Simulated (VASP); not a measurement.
Wanted: the native input for a VASP 6.6.1 run.

```
Task                   : single point
Functional             : BLYP
Dispersion             : D3(BJ)
Potentials or basis    : VASP PAW PBE potentials, release 64 (Pb_d, S)
Cutoff                 : 500 eV
k mesh                 : 5 × 5 × 3
Occupations            : gaussian, width 0.01 eV
Spin                   : no spin polarisation
Dipole correction      : no
Further INCAR settings : ALGO = Normal; EDIFF = 1e-06; NBANDS = 28
```

The structure of PbS lies in POSCAR:

```
PbS
1.0
    2.0504684340     -3.5512596398      0.0000000000
    2.0504684340      3.5512596398      0.0000000000
    0.0000000000      0.0000000000      7.4301831140
Pb S
2 2
Direct
   -0.0000779896      1.0000779896      0.4780404008
    1.0000779896     -0.0000779896      0.9780404008
    0.6666993608      0.3333006392      0.7011595992
    0.3333006392      0.6666993608      0.2011595992
```

These files were run (other wordings do the same):

INCAR

```
PREC = Accurate ; ENCUT = 500
EDIFF = 1E-6 ; ISMEAR = 0
SIGMA = 0.01 ; LREAL = F
LASPH = T ; NELM = 120
ALGO = Normal ; ISIF = 2
LWAVE = F ; LCHARG = T
GGA = B5 ; ALDAX = 1.0
AGGAX = 1.0 ; AGGAC = 1.0
ALDAC = 0.0 ; IVDW = 12
VDW_S6 = 1.0 ; VDW_S8 = 2.6996
VDW_A1 = 0.4298 ; VDW_A2 = 4.2359
LELF = T ; LVHAR = T
NBANDS = 28 ; GGA_COMPAT = F
```

KPOINTS

```
Automatic mesh
0
Gamma
  5 5 3
```

Potentials or basis: VASP PAW PBE potentials, release 64 (Pb_d, S).

Run with:

```bash
$ cat potpaw_PBE.64/Pb_d/POTCAR potpaw_PBE.64/S/POTCAR > POTCAR
$ mpirun -np 1 vasp_std > vasp.out
```

It gave:

```yaml
Pressure: 0.1 GPa
Largest_force: 0.009 eV/Å
Band_gap_on_the_k_mesh: 0.54 eV, indirect (least direct gap 0.70 eV)
Dispersion_energy_per_atom: -0.771 eV
```

Caveat: the PAW data sets were made with another functional, which shifts forces and pressure a little; spin-orbit coupling is left out, which moves the levels of the heavy elements.

Run time: 63 s on 1 thread of Intel(R) Xeon(R) Platinum 8375C CPU @ 2.90GHz (Ice Lake) (shared host), peak memory 0.23 GiB.
